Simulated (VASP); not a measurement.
Here is a VASP 6.6.1 calculation.

INCAR

```
  PREC = Accurate
  ENCUT = 520
  EDIFF = 1E-6
  ISMEAR = -1
  SIGMA = 0.08
  LREAL = False
  LASPH = True
  NELM = 100
  ALGO = Normal
  ISIF = 2
  LWAVE = False
  LCHARG = False
  LDIPOL = True
  IDIPOL = 3
  DIPOL = 0.5 0.5 0.500
  NBANDS = 14
```

Contents of KPOINTS:

```
Automatic mesh
0
Gamma
  14 14 1
```

Contents of POSCAR:

```
Sb
1.0
    3.2985250201      0.0000000000      0.0000000000
   -1.6492625100      2.8566064624      0.0000000000
    0.0000000000      0.0000000000     21.4548000000
Sb
3
Direct
    0.0000000000      0.0000000000      0.3728769146
    0.3333333340      0.6666666660      0.5000000000
    0.0000000000      0.0000000000      0.6271230854
```

Potentials or basis: VASP PAW LDA potentials, release 64 (Sb).

Command:

```bash
$ cat potpaw_LDA.64/Sb/POTCAR > POTCAR
$ mpirun -np 1 vasp_std > vasp.out
```

Problem. Estimate the band gap on the k mesh.

Solution. Zero (an odd number of electrons rules out a gap without spin polarisation).

Problem. What does it give for the largest force?

Solution. 0.174 eV/Å.

Forces in eV/Å, atoms in the order of the input:
```
Sb   0.000  0.000  0.174
Sb   0.000  0.000  0.000
Sb   0.000  0.000 -0.174
```

Caveat: spin-orbit coupling is left out, which moves the levels of the heavy elements.
